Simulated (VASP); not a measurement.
# BN (F-43m) in VASP: a series of runs

The runs below take BN through single point, with PBE, HSE06.

Everything below comes from runs of VASP 6.6.1. Logs are shortened: lines on timing, memory, paths and dates and some standing lists are left out, and cuts for length are marked.

**1. The cell of the first run**

Symmetry: F-43m, No. 216, cubic system. Conventional cell: a = 3.615 Å, b = 3.615 Å, c = 3.615 Å, α = 90.00°, β = 90.00°, γ = 90.00°. Within 2.1 Å of B (site symmetry -43m) lie 4 N at 1.57 Å. Within 2.1 Å of N (site symmetry -43m) lie 4 B at 1.57 Å.

**2. Single point, PBE**

INCAR

```
SYSTEM = BN
ALGO = Normal
EDIFF = 1E-6
ENCUT = 600
GGA = PE
GGA_COMPAT = .False.
ISIF = 2
ISMEAR = 0
LASPH = .True.
LCHARG = .False.
LREAL = .False.
LWAVE = .False.
NBANDS = 11
NELM = 120
PREC = Accurate
SIGMA = 0.01
```

KPOINTS

```
k-points
0
Gamma
  5 5 5
  0 0 0
```

POSCAR

```
BN
1.0
    0.0000000000      1.8075000000      1.8075000000
    1.8075000000      0.0000000000      1.8075000000
    1.8075000000      1.8075000000      0.0000000000
B N
1 1
Direct
    0.0000000000      0.0000000000      0.0000000000
    0.7500000000      0.7500000000      0.7500000000
```

Potentials or basis: VASP PAW PBE potentials, release 64 (B, N).

Launch:

```sh
> cat potpaw_PBE.64/B/POTCAR potpaw_PBE.64/N/POTCAR > POTCAR
> mpirun -np 1 vasp_std > vasp.out
```

OUTCAR:

```text
SYSTEM = BN
   EDIFF = 1E-6
   ENCUT = 600
   GGA = PE
   ISIF = 2
   ISMEAR = 0
   LASPH = .True.
   LREAL = .False.
   NELM = 120
   PREC = Accurate

 ion  position               nearest neighbor table
   1  0.000  0.000  0.000-   2 1.57   2 1.57   2 1.57   2 1.57
   2  0.750  0.750  0.750-   1 1.57   1 1.57   1 1.57   1 1.57

  LATTYP: Found a face centered cubic cell.
 ALAT       =     3.6150000000

  Lattice vectors:

 A1 = (   0.0000000000,   1.8075000000,   1.8075000000)
 A2 = (   1.8075000000,   0.0000000000,   1.8075000000)
 A3 = (   1.8075000000,   1.8075000000,   0.0000000000)

Analysis of symmetry for initial positions (statically):
=====================================================================
 Subroutine PRICEL returns:
 Original cell was already a primitive cell.

 Routine SETGRP: Setting up the symmetry group for a
 face centered cubic supercell.

 Subroutine GETGRP returns: Found 24 space group operations
 (whereof 24 operations were pure point group operations)
 out of a pool of 48 trial point group operations.

The static configuration has the point symmetry T_d .

Analysis of symmetry for dynamics (positions and initial velocities):
=====================================================================
 Subroutine PRICEL returns:
 Original cell was already a primitive cell.

 Routine SETGRP: Setting up the symmetry group for a
 face centered cubic supercell.

 Subroutine GETGRP returns: Found 24 space group operations
 (whereof 24 operations were pure point group operations)
 out of a pool of 48 trial point group operations.

The dynamic configuration has the point symmetry T_d .

 Subroutine INISYM returns: Found 24 space group operations
 (whereof 24 operations are pure point group operations),
 and found     1 'primitive' translations

----------------------------------------------------------------------------------------

                                     Primitive cell

  volume of cell :      11.8104

  direct lattice vectors                    reciprocal lattice vectors
     0.000000000  1.807500000  1.807500000    -0.276625173  0.276625173  0.276625173
     1.807500000  0.000000000  1.807500000     0.276625173 -0.276625173  0.276625173
     1.807500000  1.807500000  0.000000000     0.276625173  0.276625173 -0.276625173

  length of vectors
     2.556191014  2.556191014  2.556191014     0.479128854  0.479128854  0.479128854

  position of ions in fractional coordinates (direct lattice)
     0.000000000  0.000000000  0.000000000
     0.750000000  0.750000000  0.750000000

  ion indices of the primitive-cell ions
   primitive index   ion index
                 1           1
                 2           2

----------------------------------------------------------------------------------------

 KPOINTS: k-points

Automatic generation of k-mesh.
 Grid dimensions read from file:
 generate k-points for:    5    5    5

 Generating k-lattice:

  Cartesian coordinates                     Fractional coordinates (reciprocal lattice)
    -0.055325035  0.055325035  0.055325035     0.200000000  0.000000000  0.000000000
     0.055325035 -0.055325035  0.055325035     0.000000000  0.200000000  0.000000000
     0.055325035  0.055325035 -0.055325035     0.000000000  0.000000000  0.200000000

  Length of vectors
     0.095825771  0.095825771  0.095825771

  Shift w.r.t. Gamma in fractional coordinates (k-lattice)
     0.000000000  0.000000000  0.000000000

 Subroutine IBZKPT returns following result:
 ===========================================

 Found     10 irreducible k-points:

 Following reciprocal coordinates:
            Coordinates               Weight
  0.000000  0.000000  0.000000      1.000000
  0.200000  0.000000  0.000000      8.000000
  0.400000  0.000000  0.000000      8.000000
  0.200000  0.200000  0.000000      6.000000
  0.400000  0.200000  0.000000     24.000000
 -0.400000  0.200000  0.000000     24.000000
 -0.200000  0.200000  0.000000     12.000000
  0.400000  0.400000  0.000000      6.000000
 -0.400000  0.400000  0.000000     12.000000
 -0.400000  0.400000  0.200000     24.000000
   k-points           NKPTS =     10   k-points in BZ     NKDIM =     10   number of bands    NBANDS=     11
   number of dos      NEDOS =    301   number of ions     NIONS =      2
   total plane-waves  NPLWV =   8000
   dimension x,y,z NGX =    20 NGY =   20 NGZ =   20
   dimension x,y,z NGXF=    40 NGYF=   40 NGZF=   40
   ions per type =               1   1
   NGX,Y,Z   is equivalent  to a cutoff of  13.01, 13.01, 13.01 a.u.
   NGXF,Y,Z  is equivalent  to a cutoff of  26.01, 26.01, 26.01 a.u.
 SYSTEM =  BN
   PREC   = accura    normal or accurate (medium, high low for compatibility)
   ISTART =      0    job   : 0-new  1-cont  2-samecut
   ICHARG =      2    charge: 1-file 2-atom 10-const
   ISPIN  =      1    spin polarized calculation?
   LNONCOLLINEAR =      F non collinear calculations
   LSORBIT =      F    spin-orbit coupling
   LASPH  =      T    aspherical Exc in radial PAW
   ENCUT  =  600.0 eV  44.10 Ry    6.64 a.u.   5.11  5.11  5.11*2*pi/ulx,y,z
   NELM   =    120;   NELMIN=  2; NELMDL= -5     # of ELM steps
   EDIFF  = 0.1E-05   stopping-criterion for ELM
   LREAL  =      F    real-space projection
   EDIFFG = 0.1E-04   stopping-criterion for IOM
   NSW    =      0    number of steps for IOM
   IBRION =     -1    ionic relax: 0-MD 1-quasi-New 2-CG
   NFREE  =      0    steps in history (QN), initial steepest desc. (CG)
   ISIF   =      2    stress and relaxation
   ISYM   =      2    0-nonsym 1-usesym 2-fastsym
   POTIM  = 0.5000    time-step for ionic-motion
   TEBEG  =    0.0;   TEEND  =   0.0 temperature during run
   PSTRESS=    0.0 pullay stress
   NELECT =       8.0000    total number of electrons
   NUPDOWN=      -1.0000    fix difference up-down
   EMIN   =  10.00;   EMAX   =-10.00  energy-range for DOS
   EFERMI =   0.00;   METHOD = LEGACY
   ISMEAR =     0;   SIGMA  =   0.01  broadening in eV -4-tet -1-fermi 0-gaus
   EFERMI_NEDOS =   21; number of points for ismear=-14 and -15
   IALGO  =     38    algorithm
   IMIX   =      4    mixing-type and parameters
     AMIX     =   0.40;   BMIX     =  1.00
     AMIX_MAG =   1.60;   BMIX_MAG =  1.00
  volume/ion in A,a.u.               =       5.91        39.85
  Fermi-wavevector in a.u.,A,eV,Ry     =   1.437749  2.716952 28.124920  2.067123
  Thomas-Fermi vector in A             =   2.556793
   LORBIT       =      0    0 simple, 1 ext, 2 COOP (PROOUT), +10 PAW based schemes
   GGA     = PE    functional components
   LHFCALC =     F    Hartree Fock is set to
   AEXX    =    0.0000 exact exchange contribution
   IVDW    =     0    specifies the selected vdW correction
   LEPSILON=     F    determine dielectric tensor
   LRPA    =     F    only Hartree local field effects (RPA)
 non-spin polarized calculation
 Gauss-broadening in eV      SIGMA  =   0.01
  energy-cutoff  :      600.00
  volume of cell :       11.81
 maximum number of plane-waves:       411
   NGX = 11   NGY = 11   NGZ = 11

 number of electron       7.9999999 magnetization

 Free energy of the ion-electron system (eV)
  ---------------------------------------------------
  ext. energy  EPLUGINS =         0.00000000
  ---------------------------------------------------
  free energy    TOTEN  =       -17.43676865 eV

  energy without entropy =      -17.43676865  energy(sigma->0) =      -17.43676865

 E-fermi :   7.4888     XC(G=0): -12.8195

 val. band max:        7.4124521844   @ k =   0.0000   0.0000   0.0000
 cond. band min:      12.3509488564   @ k =   0.4000   0.4000   0.0000
 fundamental gap:      4.9384966720
 Fermi energy:         7.4887997646

 k-point     1 :       0.0000    0.0000    0.0000
  band No.  band energies     occupation
      1     -12.8224      2.00000
      2       7.4125      2.00000
      3       7.4125      2.00000
      4       7.4125      2.00000
      5      16.2244      0.00000
      6      16.2244      0.00000
      7      16.2244      0.00000
      8      17.7604      0.00000
      9      32.1573      0.00000
     10      35.1707      0.00000
     11      35.1707      0.00000

 k-point     2 :       0.2000    0.0000    0.0000
  band No.  band energies     occupation
      1     -11.8636      2.00000
      2       3.4249      2.00000
      3       6.5869      2.00000
      4       6.5869      2.00000
      5      16.8747      0.00000
      6      17.4045      0.00000
      7      17.4045      0.00000
      8      20.2134      0.00000
      9      31.0969      0.00000
     10      31.0969      0.00000
     11      31.1580      0.00000

 k-point     3 :       0.4000    0.0000    0.0000
  band No.  band energies     occupation
      1      -9.3868      2.00000
      2      -2.0839      2.00000
      3       5.6104      2.00000
      4       5.6104      2.00000
      5      17.4659      0.00000
      6      18.1175      0.00000
      7      18.1175      0.00000
      8      22.4145      0.00000
      9      30.7014      0.00000
     10      33.0222      0.00000
     11      33.0222      0.00000

 k-point     4 :       0.2000    0.2000    0.0000
  band No.  band energies     occupation
      1     -11.5474      2.00000
      2       4.6136      2.00000
      3       5.1413      2.00000
      4       5.1413      2.00000
      5      14.8036      0.00000
      6      19.3914      0.00000
      7      19.5483      0.00000
      8      19.5483      0.00000
      9      25.9180      0.00000
     10      34.1410      0.00000
     11      36.9936      0.00000
[... 43 lines left out ...]
 k-point     8 :       0.4000    0.4000    0.0000
  band No.  band energies     occupation
      1      -8.2790      2.00000
      2      -0.2298      2.00000
      3       2.8243      2.00000
      4       2.8243      2.00000
      5      12.3509      0.00000
      6      17.0073      0.00000
      7      24.3665      0.00000
      8      24.3665      0.00000
      9      27.5665      0.00000
     10      34.7655      0.00000
     11      42.0974      0.00000

 k-point     9 :      -0.4000    0.4000    0.0000
  band No.  band energies     occupation
      1      -7.1164      2.00000
      2      -0.9728      2.00000
      3       0.3453      2.00000
      4       3.0436      2.00000
      5      13.7364      0.00000
      6      19.0635      0.00000
      7      23.9042      0.00000
      8      24.4686      0.00000
      9      26.7766      0.00000
     10      34.0072      0.00000
     11      36.0303      0.00000

 k-point    10 :      -0.4000    0.4000    0.2000
  band No.  band energies     occupation
      1      -7.6259      2.00000
      2      -0.6823      2.00000
      3       1.0337      2.00000
      4       2.5194      2.00000
      5      16.4994      0.00000
      6      19.6891      0.00000
      7      21.0572      0.00000
      8      24.2246      0.00000
      9      26.2267      0.00000
     10      32.9424      0.00000
     11      36.2525      0.00000

------------------------ aborting loop because EDIFF is reached ----------------------------------------

  FORCE on cell =-STRESS in cart. coord.  units (eV):
  Direction    XX          YY          ZZ          XY          YZ          ZX
  --------------------------------------------------------------------------------------
  -------------------------------------------------------------------------------------
  Total        0.2341276      0.2341276      0.2341276      0.0000000      0.0000000      0.0000000
  in kB       31.7613023     31.7613023     31.7613023      0.0000000      0.0000000      0.0000000
  external PRESSURE =      31.7613023 kB  Pullay stress =       0.0000000 kB

 VOLUME and BASIS-vectors are now :
 -----------------------------------------------------------------------------
  energy-cutoff  :      600.00
  volume of cell :       11.81
      direct lattice vectors                 reciprocal lattice vectors
     0.000000000  1.807500000  1.807500000    -0.276625173  0.276625173  0.276625173
     1.807500000  0.000000000  1.807500000     0.276625173 -0.276625173  0.276625173
     1.807500000  1.807500000  0.000000000     0.276625173  0.276625173 -0.276625173

 POSITION                                       TOTAL-FORCE (eV/Angst)
 -----------------------------------------------------------------------------------
      0.00000      0.00000      0.00000        -0.000000      0.000000      0.000000
      2.71125      2.71125      2.71125         0.000000     -0.000000     -0.000000
 -----------------------------------------------------------------------------------
    total drift:                               -0.000000     -0.000000     -0.000000

  FREE ENERGIE OF THE ION-ELECTRON SYSTEM (eV)
  ---------------------------------------------------
  free  energy   TOTEN  =       -17.4367686544 eV

  energy  without entropy=      -17.4367686544  energy(sigma->0) =      -17.43676865
```

Wall time 1.8 s (1 thread of Intel Xeon Platinum 8488C (Sapphire Rapids), shared host); peak memory 0.11 GiB.

Results:

* Free energy: -17.4368 eV
* Pressure: 3.2 GPa
* Band gap on the k mesh: 4.94 eV (least direct gap 8.81 eV)

Caveat: the k points lie up to 0.60 Å⁻¹ apart; an odd mesh through Γ misses points on the zone boundary, where band edges can lie.

**3. Single point, HSE06**

POSCAR is that of step 2.

INCAR.step1

```
ALGO = Normal
EDIFF = 1E-5
ENCUT = 520
GGA = PE
GGA_COMPAT = False
ISIF = 2
ISMEAR = 0
LASPH = True
LCHARG = False
LREAL = False
LWAVE = True
NBANDS = 11
NELM = 120
PREC = Accurate
SIGMA = 0.01
```

INCAR.step2

```
ALGO = Normal
EDIFF = 1E-6
ENCUT = 520
GGA = PE
GGA_COMPAT = False
HFSCREEN = 0.2079
ISIF = 2
ISMEAR = 0
ISTART = 1
LASPH = True
LCHARG = False
LHFCALC = True
LREAL = False
LWAVE = False
NBANDS = 11
NELM = 120
PREC = Accurate
PRECFOCK = Normal
SIGMA = 0.01
```

KPOINTS

```
k-points
0
Gamma
  5 5 5
```

Potentials or basis: VASP PAW PBE potentials, release 64 (B, N).

Launch:

```sh
> cat potpaw_PBE.64/B/POTCAR potpaw_PBE.64/N/POTCAR > POTCAR
> cp INCAR.step1 INCAR
> mpirun -np 1 vasp_std > vasp.out
> cp INCAR.step2 INCAR
> mpirun -np 1 vasp_std > vasp.out
```

Wall time 33 s (1 thread of Intel Xeon Platinum 8488C (Sapphire Rapids), shared host); peak memory 0.22 GiB.

Results (log left out):

| Item | Value |
| --- | --- |
| Free energy | -20.3114 eV |
| Pressure | -5.5 GPa |
| Band gap on the k mesh | 6.30 eV (least direct gap 10.55 eV) |

Levels at points of the mesh, in eV from the valence-band top:
```
           k point  band 1  band 2  band 3  band 4  band 5  band 6  band 7  band 8  band 9
(0.00, 0.00, 0.00)  -22.10    0.00    0.00    0.00   10.55   10.55   10.55   12.14   26.73
```

Caveat: the k points lie up to 0.60 Å⁻¹ apart; the PAW data sets were made with another functional, which shifts forces and pressure a little; an odd mesh through Γ misses points on the zone boundary, where band edges can lie.
